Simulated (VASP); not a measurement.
Runs of VASP 6.6.1 on SiO2. The structure is that of space group Pn-3m (No. 224), or close to it. The cells are those of the table. 

| task | cell | k mesh | cutoff (eV) | smearing | gap on the mesh (eV) | pressure (GPa) | relaxed volume (Å³/atom) |
| --- | --- | --- | --- | --- | --- | --- | --- |
| single point | a = 4.319 Å, 6 atoms | 4 × 4 × 4 | 520 | gaussian 0.1 eV | (b) | -44.7 | - |
| relaxation of cell and atoms | relaxed from a = 4.319 Å, 6 atoms | 4 × 4 × 4 | 600 | gaussian 0.1 eV | 4.52 | -0.2 | (a) |
| relaxation of cell and atoms | relaxed from a = 3.808 Å, 6 atoms | 6 × 6 × 6 | 600 | gaussian 0.02 eV | 4.54 | 0.0 | 9.19 |
| single point | a = 3.808 Å, 6 atoms | 4 × 4 × 4 | 520 | gaussian 0.1 eV | 4.52 | 0.0 | - |
| single point | a = 3.808 Å, 6 atoms | 6 × 6 × 6 | 520 | gaussian 0.02 eV | 4.52 | 0.0 | - |

Alike in all rows: level PBE; potentials or basis VASP PAW PBE potentials, release 64 (Si, O); no spin polarisation.

Estimate the missing entries.

(a) 9.20; (b) none.

Caveats: some runs use coarse meshes; semilocal functionals underestimate gaps, and a narrow one can read as zero (at least some runs); the volume moved by over 15 % at a fixed basis, so the end points are rough (at least some runs).

A k mesh can miss the band edges.
